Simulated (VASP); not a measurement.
# GaN (I-4m2) in VASP: a series of runs

Runs on GaN. Level: PBE. Tasks: single point.

Program: VASP 6.6.1. These are calculated values, not measurements. Logs are shortened: lines on timing, memory, paths and dates and some standing lists are left out, and cuts for length are marked.

## 1. The cell of the first run

The structure is tetragonal, space group I-4m2 (No. 119). Conventional cell: a = 3.187 Å, b = 3.187 Å, c = 4.372 Å, α = 90.00°, β = 90.00°, γ = 90.00°. Ga (site symmetry -4m2) has 4 N at 1.93 Å within 2.6 Å. N (site symmetry -4m2) has 4 Ga at 1.93 Å within 2.6 Å.

## 2. Single point, PBE (strain -0.0300 x Voigt [0, 0, 1, 0, 0, 0])

Input file INCAR:

```
PREC = Accurate ; ENCUT = 520
EDIFF = 1E-7 ; ISMEAR = 0
SIGMA = 0.05 ; LREAL = F
LASPH = T ; NELM = 80
ALGO = Normal ; ISIF = 2
LWAVE = F ; LCHARG = F
GGA = PE ; NBANDS = 16
```

Input file KPOINTS:

```
regular mesh
0
Gamma
  10 10 10
```

Input file POSCAR:

```
GaN
1.0
    0.0000000000      2.2535006075      2.1858955893
    2.2535006075      0.0000000000      2.1858955893
    2.2535006075      2.2535006075      0.0000000000
Ga N
1 1
Direct
    0.0000000000      0.0000000000      0.0000000000
    0.7500000000      0.7500000000      0.7500000000
```

Potentials or basis: VASP PAW PBE potentials, release 64 (Ga_d, N).

On the command line:

```console
$ cat potpaw_PBE.64/Ga_d/POTCAR potpaw_PBE.64/N/POTCAR > POTCAR
$ mpirun -np 1 vasp_std > vasp.out
```

OUTCAR:

```text
PREC = Accurate
   ENCUT = 520
   EDIFF = 1E-7
   ISMEAR = 0
   LREAL = F
   LASPH = T
   NELM = 80
   ISIF = 2
   GGA = PE

 ion  position               nearest neighbor table
   1  0.000  0.000  0.000-   2 1.93   2 1.93   2 1.93   2 1.93
   2  0.750  0.750  0.750-   1 1.93   1 1.93   1 1.93   1 1.93

  LATTYP: Found a body centered tetragonal cell.
 ALAT       =     3.1869311219
 C/A-ratio  =     1.3717871555

  Lattice vectors:

 A1 = (   0.0000000000,  -2.2535006075,  -2.1858955893)
 A2 = (   0.0000000000,   2.2535006075,  -2.1858955893)
 A3 = (   2.2535006075,   0.0000000000,   2.1858955893)

Analysis of symmetry for initial positions (statically):
=====================================================================
 Subroutine PRICEL returns:
 Original cell was already a primitive cell.

 Routine SETGRP: Setting up the symmetry group for a
 body centered tetragonal supercell.

 Subroutine GETGRP returns: Found  8 space group operations
 (whereof  8 operations were pure point group operations)
 out of a pool of 16 trial point group operations.

The static configuration has the point symmetry D_2d.

Analysis of symmetry for dynamics (positions and initial velocities):
=====================================================================
 Subroutine PRICEL returns:
 Original cell was already a primitive cell.

 Routine SETGRP: Setting up the symmetry group for a
 body centered tetragonal supercell.

 Subroutine GETGRP returns: Found  8 space group operations
 (whereof  8 operations were pure point group operations)
 out of a pool of 16 trial point group operations.

The dynamic configuration has the point symmetry D_2d.

 Subroutine INISYM returns: Found  8 space group operations
 (whereof  8 operations are pure point group operations),
 and found     1 'primitive' translations

----------------------------------------------------------------------------------------

                                     Primitive cell

  volume of cell :      22.2011

  direct lattice vectors                    reciprocal lattice vectors
     0.000000000  2.253500607  2.185895589    -0.221877020  0.221877020  0.228739196
     2.253500607  0.000000000  2.185895589     0.221877020 -0.221877020  0.228739196
     2.253500607  2.253500607  0.000000000     0.221877020  0.221877020 -0.228739196

  length of vectors
     3.139491124  3.139491124  3.186931122     0.388304576  0.388304576  0.388304576

  position of ions in fractional coordinates (direct lattice)
     0.000000000  0.000000000  0.000000000
     0.750000000  0.750000000  0.750000000

  ion indices of the primitive-cell ions
   primitive index   ion index
                 1           1
                 2           2

----------------------------------------------------------------------------------------

 KPOINTS: regular mesh

Automatic generation of k-mesh.
 Grid dimensions read from file:
 generate k-points for:   10   10   10

 Generating k-lattice:

  Cartesian coordinates                     Fractional coordinates (reciprocal lattice)
    -0.022187702  0.022187702  0.022873920     0.100000000  0.000000000  0.000000000
     0.022187702 -0.022187702  0.022873920     0.000000000  0.100000000  0.000000000
     0.022187702  0.022187702 -0.022873920     0.000000000  0.000000000  0.100000000

  Length of vectors
     0.038830458  0.038830458  0.038830458

  Shift w.r.t. Gamma in fractional coordinates (k-lattice)
     0.000000000  0.000000000  0.000000000

 Subroutine IBZKPT returns following result:
 ===========================================

 Found    102 irreducible k-points:

 Following reciprocal coordinates:
            Coordinates               Weight
  0.000000  0.000000  0.000000      1.000000
  0.100000  0.000000  0.000000      8.000000
  0.200000  0.000000  0.000000      8.000000
  0.300000  0.000000  0.000000      8.000000
  0.400000  0.000000  0.000000      8.000000
  0.500000  0.000000  0.000000      4.000000
[... 16 lines left out ...]
  0.300000  0.300000  0.000000      2.000000
  0.400000  0.300000  0.000000      8.000000
 [... further k-points ...]
   k-points           NKPTS =    102   k-points in BZ     NKDIM =    102   number of bands    NBANDS=     16
   number of dos      NEDOS =    301   number of ions     NIONS =      2
   total plane-waves  NPLWV =  13824
   dimension x,y,z NGX =    24 NGY =   24 NGZ =   24
   dimension x,y,z NGXF=    48 NGYF=   48 NGZF=   48
   ions per type =               1   1
   NGX,Y,Z   is equivalent  to a cutoff of  12.71, 12.71, 12.52 a.u.
   NGXF,Y,Z  is equivalent  to a cutoff of  25.42, 25.42, 25.04 a.u.
 SYSTEM =  unknown system
   PREC   = accura    normal or accurate (medium, high low for compatibility)
   ISTART =      0    job   : 0-new  1-cont  2-samecut
   ICHARG =      2    charge: 1-file 2-atom 10-const
   ISPIN  =      1    spin polarized calculation?
   LNONCOLLINEAR =      F non collinear calculations
   LSORBIT =      F    spin-orbit coupling
   LASPH  =      T    aspherical Exc in radial PAW
   ENCUT  =  520.0 eV  38.22 Ry    6.18 a.u.   5.84  5.84  5.93*2*pi/ulx,y,z
   NELM   =     80;   NELMIN=  2; NELMDL= -5     # of ELM steps
   EDIFF  = 0.1E-06   stopping-criterion for ELM
   LREAL  =      F    real-space projection
   EDIFFG = 0.1E-05   stopping-criterion for IOM
   NSW    =      0    number of steps for IOM
   IBRION =     -1    ionic relax: 0-MD 1-quasi-New 2-CG
   NFREE  =      0    steps in history (QN), initial steepest desc. (CG)
   ISIF   =      2    stress and relaxation
   ISYM   =      2    0-nonsym 1-usesym 2-fastsym
   POTIM  = 0.5000    time-step for ionic-motion
   TEBEG  =    0.0;   TEEND  =   0.0 temperature during run
   PSTRESS=    0.0 pullay stress
   NELECT =      18.0000    total number of electrons
   NUPDOWN=      -1.0000    fix difference up-down
   EMIN   =  10.00;   EMAX   =-10.00  energy-range for DOS
   EFERMI =   0.00;   METHOD = LEGACY
   ISMEAR =     0;   SIGMA  =   0.05  broadening in eV -4-tet -1-fermi 0-gaus
   EFERMI_NEDOS =   21; number of points for ismear=-14 and -15
   IALGO  =     38    algorithm
   IMIX   =      4    mixing-type and parameters
     AMIX     =   0.40;   BMIX     =  1.00
     AMIX_MAG =   1.60;   BMIX_MAG =  1.00
  volume/ion in A,a.u.               =      11.10        74.91
  Fermi-wavevector in a.u.,A,eV,Ry     =   1.526537  2.884737 31.705874  2.330316
  Thomas-Fermi vector in A             =   2.634557
   LORBIT       =      0    0 simple, 1 ext, 2 COOP (PROOUT), +10 PAW based schemes
   GGA     = PE    functional components
   LHFCALC =     F    Hartree Fock is set to
   AEXX    =    0.0000 exact exchange contribution
   IVDW    =     0    specifies the selected vdW correction
   LEPSILON=     F    determine dielectric tensor
   LRPA    =     F    only Hartree local field effects (RPA)
 non-spin polarized calculation
 Gauss-broadening in eV      SIGMA  =   0.05
  energy-cutoff  :      520.00
  volume of cell :       22.20
 maximum number of plane-waves:       614
   NGX = 11   NGY = 11   NGZ = 11

 number of electron      18.0000011 magnetization

 Free energy of the ion-electron system (eV)
  ---------------------------------------------------
  ext. energy  EPLUGINS =         0.00000000
  ---------------------------------------------------
  free energy    TOTEN  =       -12.10326271 eV

  energy without entropy =      -12.10326271  energy(sigma->0) =      -12.10326271

 E-fermi :   6.0423     XC(G=0): -11.8318

 val. band max:        5.7080584056   @ k =   0.0000   0.0000   0.0000
 cond. band min:       7.5372617362   @ k =   0.0000   0.0000   0.0000
 fundamental gap:      1.8292033307
 Fermi energy:         6.0422827530

 k-point     1 :       0.0000    0.0000    0.0000
  band No.  band energies     occupation
      1     -10.5789      2.00000
      2      -7.8644      2.00000
      3      -7.8644      2.00000
      4      -7.8310      2.00000
      5      -7.5040      2.00000
      6      -7.5012      2.00000
[... 8 lines left out ...]
     15      24.3709      0.00000
     16      24.3709      0.00000

 k-point     2 :       0.1000    0.0000    0.0000
  band No.  band energies     occupation
      1     -10.4617      2.00000
      2      -7.8495      2.00000
      3      -7.8375      2.00000
      4      -7.8065      2.00000
      5      -7.5046      2.00000
      6      -7.5033      2.00000
[... 8 lines left out ...]
     15      23.1510      0.00000
     16      23.9831      0.00000

 k-point     3 :       0.2000    0.0000    0.0000
  band No.  band energies     occupation
      1     -10.1625      2.00000
      2      -7.8153      2.00000
      3      -7.7939      2.00000
      4      -7.6599      2.00000
      5      -7.5037      2.00000
      6      -7.5008      2.00000
[... 8 lines left out ...]
     15      22.4164      0.00000
     16      23.0285      0.00000

 k-point     4 :       0.3000    0.0000    0.0000
  band No.  band energies     occupation
      1      -9.8347      2.00000
      2      -7.7854      2.00000
      3      -7.7617      2.00000
      4      -7.4953      2.00000
      5      -7.4822      2.00000
      6      -7.2654      2.00000
[... 8 lines left out ...]
     15      23.0885      0.00000
     16      23.2570      0.00000
[... 324 lines left out ...]
 k-point    22 :      -0.2000    0.2000    0.0000
  band No.  band energies     occupation
      1      -9.7398      2.00000
      2      -7.7492      2.00000
      3      -7.7439      2.00000
      4      -7.5226      2.00000
      5      -7.5213      2.00000
      6      -7.1084      2.00000
[... 8 lines left out ...]
     15      23.0883      0.00000
     16      26.8455      0.00000

 k-point    23 :       0.3000    0.3000    0.0000
  band No.  band energies     occupation
      1      -9.6217      2.00000
      2      -7.7101      2.00000
      3      -7.6540      2.00000
      4      -7.6540      2.00000
      5      -7.4423      2.00000
      6      -7.0130      2.00000
[... 8 lines left out ...]
     15      27.5299      0.00000
     16      28.3919      0.00000

 k-point    24 :       0.4000    0.3000    0.0000
  band No.  band energies     occupation
      1      -9.4901      2.00000
      2      -7.7279      2.00000
      3      -7.6149      2.00000
      4      -7.6140      2.00000
      5      -7.4293      2.00000
      6      -6.5400      2.00000
[... 8 lines left out ...]
     15      28.1100      0.00000
     16      28.3035      0.00000

 [... further k-points ...]
[... 5 lines left out ...]
  --------------------------------------------------------------------------------------
  -------------------------------------------------------------------------------------
  Total        1.4054908      1.4054908      1.8640939      0.0000000     -0.0000000      0.0000000
  in kB      101.4293938    101.4293938    134.5251831      0.0000000     -0.0000000      0.0000000
  external PRESSURE =     112.4613236 kB  Pullay stress =       0.0000000 kB

 VOLUME and BASIS-vectors are now :
 -----------------------------------------------------------------------------
  energy-cutoff  :      520.00
  volume of cell :       22.20
      direct lattice vectors                 reciprocal lattice vectors
     0.000000000  2.253500607  2.185895589    -0.221877020  0.221877020  0.228739196
     2.253500607  0.000000000  2.185895589     0.221877020 -0.221877020  0.228739196
     2.253500607  2.253500607  0.000000000     0.221877020  0.221877020 -0.228739196

 POSITION                                       TOTAL-FORCE (eV/Angst)
 -----------------------------------------------------------------------------------
      0.00000      0.00000      0.00000        -0.000000     -0.000000     -0.000000
      3.38025      3.38025      3.27884         0.000000      0.000000      0.000000
 -----------------------------------------------------------------------------------
    total drift:                               -0.000002     -0.000002     -0.000001

  FREE ENERGIE OF THE ION-ELECTRON SYSTEM (eV)
  ---------------------------------------------------
  free  energy   TOTEN  =       -12.1032627076 eV

  energy  without entropy=      -12.1032627076  energy(sigma->0) =      -12.10326271
```

Wall time 67 s (1 thread of Intel Xeon 8259CL, shared host); peak memory 0.16 GiB.

What came out:

```
Free energy            : -12.1033 eV
Pressure               : 11.2 GPa
Band gap on the k mesh : 1.83 eV, direct
```

Caveat: the cell differs from its parent crystal (strain -0.0300 x Voigt [0, 0, 1, 0, 0, 0]).

(Continued in part 2 of 2.)
